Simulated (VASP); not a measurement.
**FePt: electric field gradients with PBE**

Crystal: FePt.

```
CELL_PARAMETERS angstrom
2.72165 0.00000 0.00000
0.00000 2.72165 0.00000
0.00000 0.00000 3.70000
ATOMIC_POSITIONS crystal
Fe 0.50000 0.50000 0.50000
Pt 0.00000 0.00000 0.00000
```

```yaml
Program: VASP 6.6.1
Task: electric field gradients
Functional: PBE
Potentials_or_basis: VASP PAW PBE potentials, release 64 (Fe, Pt)
Cutoff: 520 eV
k_mesh: 12 × 12 × 9
Occupations: fermi-dirac, width 0.05 eV
Spin: collinear spin, ferromagnetic start
Starting_moments: "[3.0, 0.0] μB"
Dipole_correction: no
Further_INCAR_settings: ALGO = Normal; EDIFF = 1e-08; NBANDS = 20
```

```json
{
  "Pressure": "4.7 GPa",
  "Net moment": "3.28 μB per cell",
  "Site moments": "Fe +2.92; Pt +0.34 μB",
  "Largest electric field gradient by atom": "Fe +18.0; Pt +66.4 V/Å²",
  "Valence electrons inside the program's atomic spheres": "Fe 7.00; Pt 9.45"
}
```

Stress tensor (GPa, compression positive):
```
4.05 0.00 0.00
0.00 4.05 0.00
0.00 0.00 5.88
```

Levels at points of the mesh, in eV from the Fermi level:
Spin up:
| k point | band 9 | band 10 | band 11 | band 12 | band 13 | band 14 |
| --- | --- | --- | --- | --- | --- | --- |
| (0.00, 0.00, 0.00) | -0.51 | -0.37 | -0.37 | 2.37 | 9.96 | 11.66 |
| (0.50, 0.00, 0.00) | -2.14 | -1.64 | 0.16 | 2.04 | 10.57 | 10.68 |
| (0.50, 0.50, 0.00) | -0.44 | 0.55 | 1.60 | 1.60 | 7.62 | 10.10 |
Spin down:
| k point | band 4 | band 5 | band 6 | band 7 | band 8 | band 9 | band 10 | band 11 | band 12 | band 13 |
| --- | --- | --- | --- | --- | --- | --- | --- | --- | --- | --- |
| (0.00, 0.00, 0.00) | -2.38 | -2.38 | -0.78 | -0.77 | 0.63 | 1.71 | 1.71 | 1.72 | 2.56 | 10.80 |
| (0.50, 0.00, 0.00) | -3.50 | -2.47 | -1.37 | -1.16 | -0.89 | 0.54 | 0.71 | 2.38 | 2.59 | 11.35 |
| (0.50, 0.50, 0.00) | -4.80 | 0.94 | 1.27 | 1.68 | 1.73 | 1.73 | 1.75 | 1.80 | 1.80 | 8.45 |

Electric field gradients, principal values (V/Å²):
```
atom    least   middle  greatest (by size)
1 Fe   -8.994   -8.994              17.987
2 Pt  -33.196  -33.196              66.392
```

Wall time 4.1 min on 1 thread of Intel Xeon 8259CL, on a shared host, peak memory 0.24 GiB.

Caveat: the cell stands under pressure; without QUAD_EFG the Cq values of the log hold for a quadrupole moment of 1 mb, not for the nuclei; spin-orbit coupling is left out, which moves the levels of the heavy elements.
